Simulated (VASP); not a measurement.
Write the native input for VASP 6.6.1 that does the following.

```
Task                   : relaxation of cell and atoms
Functional             : PBE
Potentials or basis    : VASP PAW PBE potentials, release 64 (Pd, Pt)
Cutoff                 : 600 eV
k mesh                 : 6 × 6 × 6
Occupations            : gaussian, width 0.1 eV
Spin                   : no spin polarisation
Dipole correction      : no
Further INCAR settings : ALGO = Fast; EDIFF = 1e-06; IBRION = 2; EDIFFG = -0.04; NSW = 90; ISIF = 3
```

The structure of Pd2Pt lies in POSCAR:

```
Pd2Pt
1.0
    0.0000000000      2.9100617600      2.9100617600
    2.9100617600      0.0000000000      2.9100617600
    2.9100617600      2.9100617600      0.0000000000
Pd Pt
2 1
Direct
    0.2500000000      0.2500000000      0.2500000000
    0.7500000000      0.7500000000      0.7500000000
    0.0000000000      0.0000000000      0.0000000000
```

One way to write it, as run:

INCAR

```
SYSTEM = Pd2Pt
  PREC = Accurate
  ENCUT = 600
  EDIFF = 1E-6
  ISMEAR = 0
  SIGMA = 0.1
  LREAL = .FALSE.
  LASPH = .TRUE.
  NELM = 80
  ALGO = Fast
  ISIF = 3
  LWAVE = .FALSE.
  LCHARG = .FALSE.
  GGA = PE
  IBRION = 2
  NSW = 90
  EDIFFG = -0.04
```

KPOINTS

```
Automatic mesh
0
G
  6 6 6
  0 0 0
```

Potentials or basis: VASP PAW PBE potentials, release 64 (Pd, Pt).

The run is started by

```sh
$ cat potpaw_PBE.64/Pd/POTCAR potpaw_PBE.64/Pt/POTCAR > POTCAR
$ mpirun -np 1 vasp_std > vasp.out
```

It gave:

```
Relaxed volume                         : 18.58 Å³/atom
Relaxed cell                           : a = 4.288 Å, b = 4.288 Å, c = 4.288 Å, α = 60.00°, β = 60.00°, γ = 60.00°
Space group after relaxing (to 0.05 Å) : Fm-3m (No. 225)
Energy gained by relaxing              : 139.8 meV/atom
Ionic steps                            : 4
Pressure after relaxing                : -0.2 GPa
Band gap on the k mesh                 : zero (band 15 reaches 7.48 eV, above the bottom of band 16 at 6.58 eV)
```

Caveat: spin-orbit coupling is left out, which moves the levels of the heavy elements.

Run time: 2.9 min on 1 thread of AMD EPYC 7R43 64-Core Processor (Zen 3), with other jobs on the host, peak memory 0.2 GiB.
